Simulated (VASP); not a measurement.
## PbO: single point with PBE+D3(BJ)

Crystal: PbO.

```xyz
4
Lattice="4.1146 0.0000 0.0000 0.0000 4.0138 0.0000 0.0000 0.0000 4.9700" Properties=species:S:1:pos:R:3 pbc="T T T"
Pb    0.0000    2.0069    1.1815
Pb    2.0573    0.0000    3.7885
O     0.0000    0.0000   -0.0215
O     2.0573    2.0069    0.0215
```

This cell differs from its parent crystal: uniaxial strain along a: +2.0 %.

* Program: VASP 6.6.1
* Task: single point
* Functional: PBE
* Dispersion: D3(BJ)
* Potentials or basis: VASP PAW PBE potentials, release 64 (Pb_d, O)
* Cutoff: 600 eV
* k mesh: 8 × 8 × 6
* Occupations: gaussian, width 0.02 eV
* Spin: no spin polarisation

The pressure is -0.8 GPa and the largest force is 0.049 eV/Å. The band gap on the k mesh is 1.31 eV (least direct gap 2.18 eV) and the dispersion energy per atom is -0.231 eV.

Forces on the atoms (eV/Å):
```
Pb   0.000  0.000 -0.049
Pb   0.000  0.000  0.049
O    0.000  0.000 -0.038
O    0.000  0.000  0.038
```

Stress tensor (GPa, compression positive):
```
-1.22  0.00  0.00
 0.00 -0.84  0.00
 0.00  0.00 -0.44
```

Levels at points of the mesh, in eV from the valence-band top:
```tsv
k point	band 17	band 18	band 19	band 20	band 21	band 22	band 23	band 24
(0.00, 0.00, 0.00)	-1.50	-1.47	-1.47	-0.04	2.37	5.40	5.58	5.70
(0.50, 0.00, 0.00)	-2.73	-2.73	-1.43	-1.43	3.50	3.50	6.43	6.43
(0.00, 0.50, 0.00)	-2.79	-2.79	-1.40	-1.40	3.38	3.38	6.47	6.47
(0.50, 0.50, 0.00)	-1.47	-1.47	-0.88	-0.88	1.31	1.31	5.38	5.38
(0.00, 0.00, 0.50)	-1.52	-1.52	-1.50	-0.64	1.89	3.83	4.07	4.14
(0.50, 0.00, 0.50)	-2.69	-2.69	-0.78	-0.78	3.10	3.10	6.25	6.25
(0.00, 0.50, 0.50)	-2.75	-2.75	-0.82	-0.82	3.20	3.20	6.10	6.10
(0.50, 0.50, 0.50)	-2.09	-2.09	-0.88	-0.88	3.58	3.58	4.82	4.82
```

It took 110 s on 1 thread of Intel(R) Xeon(R) 6975P-C (Granite Rapids), on a shared host, peak memory 0.37 GiB.

Caveat: the cell differs from its parent crystal (uniaxial strain along a: +2.0 %); spin-orbit coupling is left out, which moves the levels of the heavy elements. A k mesh can miss the band edges.
